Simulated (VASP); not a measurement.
# VSi35 (a cell with a defect) in VASP: notebook, part 2 of 2

VASP 6.6.1. Earlier steps stand in the parts before.

## 4. Single point, PBE, collinear spin, ferromagnetic start

Input file INCAR:

```
SYSTEM = VSi35
ALGO = Normal ; EDIFF = 1E-7
ENCUT = 520 ; GGA = PE
ISIF = 2 ; ISMEAR = 0
ISPIN = 2 ; LASPH = .True.
LCHARG = .True. ; LELF = .True.
LMAXMIX = 4 ; LORBIT = 11
LREAL = Auto ; LUSENCCL = .False.
LVHAR = .True. ; LWAVE = .False.
MAGMOM = 2 0 0 0 0 0 0 0 0 0 0 0 0 0 0 0 0 0 0 0 0 0 0 0 0 0 0 0 0 0 0 0 0 0 0 0 ; NBANDS = 104
NELECT = 152.0 ; NELM = 150
PREC = Accurate ; SIGMA = 0.02
```

Input file KPOINTS:

```
Automatic mesh
0
Gamma
  2 2 2
  0.5 0.5 0.5
```

Input file POSCAR:

```
VSi35
1.0
   -5.7769209523      3.3353068668     -6.3650227274
    5.7769209522      3.3353068669     -6.3650227274
    0.0000000001     -6.6706137337     -6.3650227274
V Si
1 35
Direct
    0.4225369311      0.0891053974      0.4221813052
    0.7582253224      0.0884286595      0.0888797417
    0.0892157889      0.4247878636      0.4215163186
    0.7582706279      0.7558049041      0.4214976556
    0.4218917083      0.4248335082      0.0888396321
    0.0892080772      0.0884471060      0.7579006689
    0.7564419487      0.4229807236      0.7560273167
    0.0903962792      0.7568860619      0.0899974477
    0.4218951588      0.7558215392      0.7578973915
    0.0320407136      0.0359927859      0.3690883987
    0.3694740680      0.0360386291      0.0316591648
    0.7027143428      0.3692423103      0.3678705495
    0.3694753969      0.6985986616      0.3690865128
    0.0340500617      0.3685971914      0.0336554706
    0.7027135531      0.0348109643      0.7023371781
    0.3682327882      0.3692731232      0.7023226896
    0.7020537262      0.7005854680      0.0336909131
    0.0340860685      0.7005978836      0.7016604916
    0.2960256183      0.9625845187      0.2956372616
    0.6328045463      0.9643729784      0.9655987456
    0.9659784415      0.2993151687      0.2974405997
    0.6328068143      0.6325139138      0.2974806817
    0.2978480314      0.2993695248      0.9655843357
    0.9659676475      0.9643806472      0.6324345335
    0.6320404461      0.2986170162      0.6316794122
    0.9658888594      0.6324366287      0.9654904280
    0.2978763556      0.6325460230      0.6324153293
    0.9105011402      0.9099654871      0.2430345743
    0.2434144412      0.9099945593      0.9101323654
    0.5811884982      0.2477743006      0.2382252511
    0.2434310067      0.5770127068      0.2430672259
    0.9097678027      0.2442708222      0.9094448613
    0.5812215514      0.9051659827      0.5808318656
    0.2385812365      0.2477627074      0.5808338055
    0.5777550809      0.5763663803      0.9093981375
    0.9098182201      0.5763624914      0.5773365303
```

Started as:

```
$ cat potpaw_PBE.64/V_sv/POTCAR potpaw_PBE.64/Si/POTCAR > POTCAR
$ mpirun -np 1 vasp_std > vasp.out
```

It took 1.7 min on 1 × NVIDIA H100 80GB with 1 thread of AMD EPYC 7R13 (Zen 3), shared host; peak memory 1.8 GiB.

Results (log left out):

- Free energy: -200.9791 eV
- Largest force: 0.029 eV/Å
- Net moment: 0.00 μB per cell
- Valence electrons inside the program's atomic spheres: V 11.46; Si 1.67, 1.68, 1.71, 1.70 (each value once)

Forces on the atoms (eV/Å):
```
V    0.001  0.002  0.007
Si  -0.003  0.004  0.003
Si   0.004  0.001  0.005
Si  -0.004 -0.003  0.005
Si   0.002  0.005  0.005
Si   0.001 -0.003  0.003
Si   0.000  0.000 -0.015
Si   0.003  0.001 -0.013
Si  -0.001 -0.003  0.006
Si  -0.005  0.001 -0.005
Si  -0.001 -0.006 -0.004
Si  -0.001 -0.002  0.014
Si   0.004  0.004 -0.003
Si  -0.008 -0.004 -0.007
Si   0.003  0.001  0.012
Si  -0.003  0.001  0.014
Si   0.008 -0.005 -0.007
Si   0.000  0.008 -0.007
Si   0.001  0.001 -0.008
Si   0.008  0.000  0.006
Si  -0.002 -0.009  0.005
Si   0.003 -0.006  0.005
Si  -0.009  0.001  0.008
Si   0.003  0.008  0.005
Si  -0.001  0.001  0.020
Si  -0.001  0.000  0.003
Si  -0.004  0.005  0.005
Si   0.004 -0.002  0.006
Si   0.000  0.004  0.006
Si   0.001  0.008 -0.025
Si  -0.004 -0.001  0.004
Si  -0.001  0.000  0.000
Si  -0.007 -0.005 -0.026
Si   0.008 -0.006 -0.027
Si  -0.001 -0.002  0.000
Si   0.000 -0.001  0.001
```

Levels at points of the mesh, in eV from the Fermi level:
Spin up:
```csv
k point,band 72,band 73,band 74,band 75,band 76,band 77,band 78,band 79,band 80,band 81
"(0.25, 0.25, 0.25)",-0.84,-0.84,-0.80,-0.16,-0.16,0.16,0.16,0.75,1.21,1.21
```
Spin down:
| k point | band 74 | band 75 | band 76 | band 77 | band 78 | band 79 |
| --- | --- | --- | --- | --- | --- | --- |
| (0.25, 0.25, 0.25) | -0.80 | -0.16 | -0.16 | 0.16 | 0.16 | 0.75 |

Caveat: the cell carries a net charge on a neutralising background, which shifts energy and pressure; the cell is charged against a uniform background, so pressure and absolute levels hang on convention; the moments typed at the start vanished in this run.

## 5. Single point, PBE, collinear spin, ferromagnetic start

Input file INCAR:

```
ALGO     = Normal         # electronic algorithm
EDIFF    = 1E-6           # SCF threshold, eV
ENCUT    = 520            # plane-wave cutoff, eV
GGA      = PE             # functional
ISIF     = 2              # what is computed and relaxed
ISMEAR   = 0              # smearing method
ISPIN    = 2              # spin polarisation
LASPH    = True           # aspherical terms in the spheres
LCHARG   = False          # write CHGCAR
LMAXMIX  = 4              # l up to which the mixer works
LORBIT   = 11             # projections on sites
LREAL    = Auto         
LUSENCCL = False        
LWAVE    = False          # write WAVECAR
MAGMOM   = 2 0 0 0 0 0 0 0 0 0 0 0 0 0 0 0 0 0 0 0 0 0 0 0 0 0 0 0 0 0 0 0 0 0 0 0 # initial moments
NBANDS   = 104            # bands
NELECT   = 154.0        
NELM     = 150            # most SCF steps
PREC     = Accurate       # precision mode
SIGMA    = 0.02           # smearing width, eV
```

KPOINTS is that of step 4.

Input file POSCAR:

```
VSi35
1.0
   -5.7769209523      3.3353068668     -6.3650227274
    5.7769209522      3.3353068669     -6.3650227274
    0.0000000001     -6.6706137337     -6.3650227274
V Si
1 35
Direct
    0.4246411504      0.0909820211      0.4242656509
    0.7560938279      0.0913989637      0.0899273696
    0.0903777343      0.4226146195      0.4244458834
    0.7560371584      0.7569499347      0.4243587100
    0.4247926419      0.4225484442      0.0901028229
    0.0904500101      0.0913947047      0.7555944555
    0.7567982202      0.4232885159      0.7563791768
    0.0905010335      0.7570834634      0.0901084866
    0.4247668462      0.7568661822      0.7557663341
    0.0335645133      0.0329849186      0.3660549582
    0.3664142575      0.0329772003      0.0332553594
    0.7033518881      0.3699449233      0.3664553606
    0.3664222382      0.7002350961      0.3660243460
    0.0347430223      0.3673622791      0.0343739003
    0.7033579004      0.0334209080      0.7029926092
    0.3668708348      0.3699379970      0.7030349880
    0.7007875763      0.7012752058      0.0342851879
    0.0347046790      0.7012954234      0.7003803949
    0.2964331679      0.9631131313      0.2961359822
    0.6315783561      0.9661771371      0.9662686068
    0.9666220753      0.2981604514      0.2992882989
    0.6315772372      0.6332202227      0.2991884790
    0.2996404230      0.2981495375      0.9663176697
    0.9666333661      0.9661956531      0.6312129764
    0.6316601166      0.2982490374      0.6312692224
    0.9655273583      0.6320846834      0.9651267791
    0.2996235111      0.6332104350      0.6312029011
    0.9072108630      0.9096684653      0.2426644705
    0.2430734614      0.9096734922      0.9068367415
    0.5812187343      0.2476391906      0.2405429392
    0.2430522475      0.5738088016      0.2427244738
    0.9100910289      0.2416451206      0.9095800684
    0.5812121239      0.9072818799      0.5809333561
    0.2409813146      0.2477665736      0.5807421202
    0.5750709425      0.5764560897      0.9096595767
    0.9099564392      0.5765839347      0.5746741349
```

Started as:

```
$ cat potpaw_PBE.64/V_sv/POTCAR potpaw_PBE.64/Si/POTCAR > POTCAR
$ mpirun -np 1 vasp_std > vasp.out
```

Wall time 72 s (1 × NVIDIA H100 80GB with 1 thread of AMD EPYC 7R13 (Zen 3), shared host); peak memory 1.8 GiB.

It converged, with:

- Free energy: -189.7953 eV
- Largest force: 0.037 eV/Å
- Net moment: 2.00 μB per cell
- Site moments: V +1.70; Si +0.01, +0.00, -0.00, -0.03 (each value once) μB
- Valence electrons inside the program's atomic spheres: V 11.58; Si 1.69, 1.68, 1.73 (each value once)

Forces on the atoms (eV/Å):
```
V    0.000  0.000  0.002
Si   0.001 -0.004  0.001
Si  -0.004  0.000 -0.002
Si   0.005 -0.003  0.000
Si  -0.002 -0.004 -0.003
Si  -0.002  0.002  0.000
Si   0.001  0.001 -0.003
Si   0.001  0.000  0.008
Si   0.000  0.005  0.001
Si  -0.002  0.003 -0.001
Si   0.002 -0.003 -0.003
Si   0.002  0.003  0.009
Si   0.001 -0.001  0.001
Si   0.000  0.001  0.001
Si   0.000  0.000  0.007
Si   0.004 -0.001  0.009
Si  -0.001 -0.001 -0.003
Si  -0.001 -0.001 -0.003
Si   0.001  0.001  0.037
Si   0.003 -0.003 -0.001
Si  -0.005  0.001  0.001
Si   0.003 -0.001 -0.003
Si  -0.002 -0.003  0.002
Si  -0.003  0.004 -0.002
Si  -0.003 -0.001 -0.007
Si   0.000  0.001  0.002
Si   0.002  0.005 -0.002
Si   0.004 -0.002 -0.002
Si   0.000  0.004 -0.002
Si   0.002  0.032 -0.011
Si  -0.008 -0.004 -0.007
Si   0.001 -0.001 -0.001
Si  -0.026 -0.014 -0.011
Si   0.029 -0.015 -0.011
Si  -0.001  0.000 -0.003
Si  -0.002  0.000 -0.003
```

Levels at points of the mesh, in eV from the Fermi level:
Spin up:
```csv
k point,band 76,band 77,band 78,band 79,band 80,band 81
"(0.25, 0.25, 0.25)",-0.61,-0.28,-0.28,0.47,0.68,0.68
```
Spin down:
```
           k point  band 73  band 74  band 75  band 76  band 77  band 78  band 79  band 80
(0.25, 0.25, 0.25)    -0.94    -0.94    -0.42    -0.42     0.59     0.59     0.64     0.82
```

Caveat: the cell carries a net charge on a neutralising background, which shifts energy and pressure; the cell is charged against a uniform background, so pressure and absolute levels hang on convention.

## 6. Single point, PBE, collinear spin, ferromagnetic start

Input file INCAR:

```
PREC = Accurate ; ENCUT = 520
EDIFF = 1E-7 ; ISMEAR = 0
SIGMA = 0.02 ; LREAL = Auto
LASPH = T ; NELM = 150
ALGO = Normal ; ISIF = 2
LWAVE = F ; LCHARG = F
ISPIN = 2 ; MAGMOM = 4 0 0 0 0 0 0 0 0 0 0 0 0 0 0 0 0 0 0 0 0 0 0 0 0 0 0 0 0 0 0 0 0 0 0 0
LORBIT = 11 ; LMAXMIX = 4
GGA = PE ; NBANDS = 104
NELECT = 154.0 ; LUSENCCL = F
```

KPOINTS is that of step 5.

POSCAR is that of step 5.

Potentials or basis: VASP PAW PBE potentials, release 64 (V_sv, Si).

Started as:

```
$ cat potpaw_PBE.64/V_sv/POTCAR potpaw_PBE.64/Si/POTCAR > POTCAR
$ mpirun -np 1 vasp_std > vasp.out
```

OUTCAR:

```text
PREC = Accurate
   ENCUT = 520
   EDIFF = 1E-7
   ISMEAR = 0
   LREAL = Auto
   LASPH = T
   NELM = 150
   ISIF = 2
   ISPIN = 2
   LORBIT = 11
   GGA = PE
   NELECT = 154.0

 ion  position               nearest neighbor table
   1  0.425  0.091  0.424-  34 2.42  33 2.42  30 2.42  19 2.45
   2  0.756  0.091  0.090-  30 2.35  32 2.35  28 2.36  20 2.38
   3  0.090  0.423  0.424-  34 2.35  36 2.35  31 2.36  21 2.38
   4  0.756  0.757  0.424-  33 2.35  36 2.35  28 2.36  22 2.38
   5  0.425  0.423  0.090-  30 2.35  35 2.35  31 2.36  23 2.38
   6  0.090  0.091  0.756-  34 2.35  32 2.35  29 2.36  24 2.38
[... 28 lines left out ...]
  35  0.575  0.576  0.910-   9 2.35   5 2.35   7 2.37  17 2.39
  36  0.910  0.577  0.575-   4 2.35   3 2.35   7 2.37  18 2.39

  LATTYP: Found a trigonal (rhomboedric) cell.
 ALAT       =     9.2201194084
 COS(alpha) =     0.2148552077

  Lattice vectors:

 A1 = (  -5.7769209523,   3.3353068668,  -6.3650227274)
 A2 = (   5.7769209522,   3.3353068669,  -6.3650227274)
 A3 = (   0.0000000001,  -6.6706137337,  -6.3650227274)

Analysis of symmetry for initial positions (statically):
=====================================================================
 Subroutine PRICEL returns:
 Original cell was already a primitive cell.

 Routine SETGRP: Setting up the symmetry group for a
 trigonal (rhombohedral) supercell.

 Subroutine GETGRP returns: Found  1 space group operations
 (whereof  1 operations were pure point group operations)
 out of a pool of 12 trial point group operations.

The static configuration has the point symmetry C_1 .

Analysis of symmetry for dynamics (positions and initial velocities):
=====================================================================
 Subroutine PRICEL returns:
 Original cell was already a primitive cell.

 Routine SETGRP: Setting up the symmetry group for a
 trigonal (rhombohedral) supercell.

 Subroutine GETGRP returns: Found  1 space group operations
 (whereof  1 operations were pure point group operations)
 out of a pool of 12 trial point group operations.

The dynamic configuration has the point symmetry C_1 .

Analysis of structural, dynamic, and magnetic symmetry:
=====================================================================
 Subroutine PRICEL returns:
 Original cell was already a primitive cell.

 Routine SETGRP: Setting up the symmetry group for a
 trigonal (rhombohedral) supercell.

 Subroutine GETGRP returns: Found  1 space group operations
 (whereof  1 operations were pure point group operations)
 out of a pool of 12 trial point group operations.

The overall configuration has the point symmetry C_1 .

 Subroutine INISYM returns: Found  1 space group operations
 (whereof  1 operations are pure point group operations),
 and found     1 'primitive' translations

----------------------------------------------------------------------------------------

                                     Primitive cell

  volume of cell :     735.8401

  direct lattice vectors                    reciprocal lattice vectors
    -5.776920952  3.335306867 -6.365022727    -0.086551297  0.049970415 -0.052369543
     5.776920952  3.335306867 -6.365022727     0.086551297  0.049970415 -0.052369543
     0.000000000 -6.670613734 -6.365022727     0.000000000 -0.099940829 -0.052369543

[... 143 lines left out ...]
   EMIN   =  10.00;   EMAX   =-10.00  energy-range for DOS
   EFERMI =   0.00;   METHOD = LEGACY
   ISMEAR =     0;   SIGMA  =   0.02  broadening in eV -4-tet -1-fermi 0-gaus
   EFERMI_NEDOS =   21; number of points for ismear=-14 and -15
   IALGO  =     38    algorithm
   IMIX   =      4    mixing-type and parameters
     AMIX     =   0.40;   BMIX     =  1.00
     AMIX_MAG =   1.60;   BMIX_MAG =  1.00
  volume/ion in A,a.u.               =      20.44       137.94
  Fermi-wavevector in a.u.,A,eV,Ry     =   0.971972  1.836761 12.853836  0.944730
  Thomas-Fermi vector in A             =   2.102233
   LORBIT       =     11    0 simple, 1 ext, 2 COOP (PROOUT), +10 PAW based schemes
   GGA     = PE    functional components
   LHFCALC =     F    Hartree Fock is set to
   AEXX    =    0.0000 exact exchange contribution
   IVDW    =     0    specifies the selected vdW correction
   LEPSILON=     F    determine dielectric tensor
   LRPA    =     F    only Hartree local field effects (RPA)
 spin polarized calculation
 Gauss-broadening in eV      SIGMA  =   0.02
  energy-cutoff  :      520.00
  volume of cell :      735.84
 maximum number of plane-waves:     19842
 NGX is ok and might be reduce to    70
   NGX = 35   NGY = 35   NGZ = 35

 number of electron     154.0000008 magnetization       0.0001359

 number of electron     154.0000008 magnetization      -0.0000358

 Free energy of the ion-electron system (eV)
  ---------------------------------------------------
  ext. energy  EPLUGINS =         0.00000000
  ---------------------------------------------------
  free energy    TOTEN  =      -189.46313348 eV

  energy without entropy =     -189.46313348  energy(sigma->0) =     -189.46313348

 E-fermi :   6.2026     XC(G=0):  -9.3820

 val. band max:        6.0361186211   @ k =  -0.2500   0.2500   0.2500
 cond. band min:       6.3970711798   @ k =  -0.2500   0.2500   0.2500
 fundamental gap:      0.3609525586
 Fermi energy:         6.2026082130

 spin component 1

 k-point     1 :       0.2500    0.2500    0.2500
  band No.  band energies     occupation
      1     -57.6466      1.00000
      2     -31.9376      1.00000
      3     -31.3547      1.00000
      4     -31.3211      1.00000
      5      -6.0122      1.00000
      6      -5.0230      1.00000
[... 357 lines left out ...]
     88       7.6591      0.00000
     89       7.8746      0.00000
 Fermi energy:         6.2026082130

 spin component 2

 k-point     1 :       0.2500    0.2500    0.2500
  band No.  band energies     occupation
      1     -57.6513      1.00000
      2     -31.7772      1.00000
      3     -31.7085      1.00000
      4     -31.1410      1.00000
      5      -6.0120      1.00000
      6      -5.0229      1.00000
[... 357 lines left out ...]
     88       7.6542      0.00000
     89       7.8743      0.00000
 [bands above 89 left out]

------------------------ aborting loop because EDIFF is reached ----------------------------------------

  FORCE on cell =-STRESS in cart. coord.  units (eV):
  Direction    XX          YY          ZZ          XY          YZ          ZX
  --------------------------------------------------------------------------------------
  -------------------------------------------------------------------------------------
  Total       12.5129859     12.6301948     12.4623288      0.0916722      0.0577464     -0.0973113
  in kB       27.2450812     27.5002853     27.1347833      0.1996020      0.1257337     -0.2118802
  external PRESSURE =      27.2933833 kB  Pullay stress =       0.0000000 kB

 VOLUME and BASIS-vectors are now :
 -----------------------------------------------------------------------------
  energy-cutoff  :      520.00
  volume of cell :      735.84
      direct lattice vectors                 reciprocal lattice vectors
    -5.776920952  3.335306867 -6.365022727    -0.086551297  0.049970415 -0.052369543
     5.776920952  3.335306867 -6.365022727     0.086551297  0.049970415 -0.052369543
     0.000000000 -6.670613734 -6.365022727     0.000000000 -0.099940829 -0.052369543

 POSITION                                       TOTAL-FORCE (eV/Angst)
 -----------------------------------------------------------------------------------
     -1.92752     -1.11035     -5.98241        -0.018965      0.012365      0.015477
     -3.83989      2.22678     -5.96670        -0.020427     -0.006577      0.010953
      1.91931     -1.12033     -5.96682         0.000654      0.021845      0.009078
      0.00527      2.21554    -12.33125        -0.003938      0.017109      0.011108
     -0.01296      2.22510     -5.96685         0.011431     -0.004000      0.000068
      0.00546     -4.43377     -5.96682        -0.018274     -0.013212      0.010761
[... 28 lines left out ...]
      0.00800     -2.22729    -13.11950        -0.014986      0.007893     -0.005216
     -1.92587      1.12464    -13.11968        -0.002058     -0.017054     -0.010597
 -----------------------------------------------------------------------------------
    total drift:                                0.009428      0.009270     -0.003657

  FREE ENERGIE OF THE ION-ELECTRON SYSTEM (eV)
  ---------------------------------------------------
  free  energy   TOTEN  =      -189.4631334792 eV

  energy  without entropy=     -189.4631334792  energy(sigma->0) =     -189.46313348

 total charge

# of ion       s       p       d       tot
------------------------------------------
    1        2.303   6.141   3.122  11.566
    2        0.754   0.935   0.000   1.689
    3        0.754   0.935   0.000   1.689
    4        0.754   0.935   0.000   1.689
    5        0.753   0.935   0.000   1.689
    6        0.754   0.935   0.000   1.689
[... 28 lines left out ...]
   35        0.754   0.930   0.000   1.684
   36        0.754   0.930   0.000   1.684
--------------------------------------------------
tot         28.711  38.870   3.122  70.704

 magnetization (x)

# of ion       s       p       d       tot
------------------------------------------
    1       -0.000   0.000  -0.008  -0.008
    2       -0.001  -0.003   0.000  -0.004
    3       -0.002  -0.004   0.000  -0.005
    4       -0.001  -0.002   0.000  -0.004
    5        0.003   0.006   0.000   0.009
    6       -0.002  -0.004   0.000  -0.006
[... 28 lines left out ...]
   35        0.001   0.003   0.000   0.004
   36       -0.000  -0.001   0.000  -0.002
--------------------------------------------------
tot          0.001   0.001  -0.008  -0.006
```

Run time: 83 s. Hardware: 1 × NVIDIA H100 80GB with 1 thread of AMD EPYC 7R13 (Zen 3), shared host; peak memory 1.8 GiB.

Results:

```
Free energy                                           : -189.4631 eV
Largest force                                         : 0.114 eV/Å
Net moment                                            : 0.00 μB per cell
Valence electrons inside the program's atomic spheres : V 11.57; Si 1.69, 1.68, 1.73 (each value once)
```

Forces in eV/Å, atoms in the order of the input:
```
V   -0.019  0.012  0.015
Si  -0.020 -0.007  0.011
Si   0.001  0.022  0.009
Si  -0.004  0.017  0.011
Si   0.011 -0.004  0.000
Si  -0.018 -0.013  0.011
Si   0.005 -0.001 -0.006
Si   0.001  0.000  0.013
Si   0.007 -0.006  0.004
Si   0.016 -0.007 -0.017
Si   0.001  0.016 -0.015
Si   0.000 -0.017  0.007
Si  -0.016 -0.010 -0.012
Si  -0.001  0.002 -0.006
Si   0.016  0.010  0.005
Si  -0.004  0.003  0.005
Si  -0.003  0.000 -0.007
Si  -0.003  0.000 -0.010
Si  -0.009  0.007 -0.067
Si  -0.002 -0.012  0.007
Si  -0.009  0.010  0.007
Si   0.009  0.007  0.005
Si   0.005 -0.011  0.006
Si  -0.013  0.004  0.003
Si  -0.004 -0.001  0.009
Si   0.001  0.000  0.006
Si   0.013  0.003  0.002
Si  -0.003  0.003  0.001
Si  -0.002 -0.001  0.001
Si   0.039 -0.102  0.024
Si  -0.005  0.000 -0.004
Si   0.016  0.007 -0.008
Si   0.109  0.021  0.022
Si  -0.098  0.056 -0.017
Si  -0.015  0.008 -0.005
Si  -0.002 -0.017 -0.011
```

Caveat: the cell carries a net charge on a neutralising background, which shifts energy and pressure; the cell is charged against a uniform background, so pressure and absolute levels hang on convention; the moments typed at the start vanished in this run.
